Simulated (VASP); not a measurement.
Ge, 8 atoms in the cell. Symmetry: P2_1, No. 4, monoclinic system. Conventional cell: a = 3.997 Å, b = 6.596 Å, c = 3.997 Å, α = 90.00°, β = 120.00°, γ = 90.00°. Within 3.2 Å of Ge (site symmetry 1) lie 4 Ge at 2.45 to 2.56 Å. Within 3.2 Å of Ge (site symmetry 1) lie 4 Ge at 2.45 to 2.56 Å.  This cell differs from its parent crystal: atoms displaced along several vibrational modes.

- Program: VASP 6.6.1
- Task: single point
- Functional: PBEsol
- Potentials or basis: VASP PAW PBE potentials, release 64 (Ge_d)
- Cutoff: 520 eV
- k mesh: 10 × 6 × 6
- Occupations: gaussian, width 0.15 eV
- Spin: no spin polarisation
- Dipole correction: no
- Further INCAR settings: ALGO = Fast; EDIFF = 1e-06; NBANDS = 66

Potentials or basis: VASP PAW PBE potentials, release 64 (Ge_d).

Command:

```console
$ cat potpaw_PBE.64/Ge_d/POTCAR > POTCAR
$ mpirun -np 4 vasp_std > vasp.out
```

Hardware: 4 MPI ranks on Oxide Virtual Turin-like Processor, with other jobs on the host.

Q: Estimate the wall time of this run.

A: Run time: 12 min on 4 MPI ranks on Oxide Virtual Turin-like Processor, with other jobs on the host, peak memory 0.96 GiB a rank. Counts: scf iterations 15, k points 128.
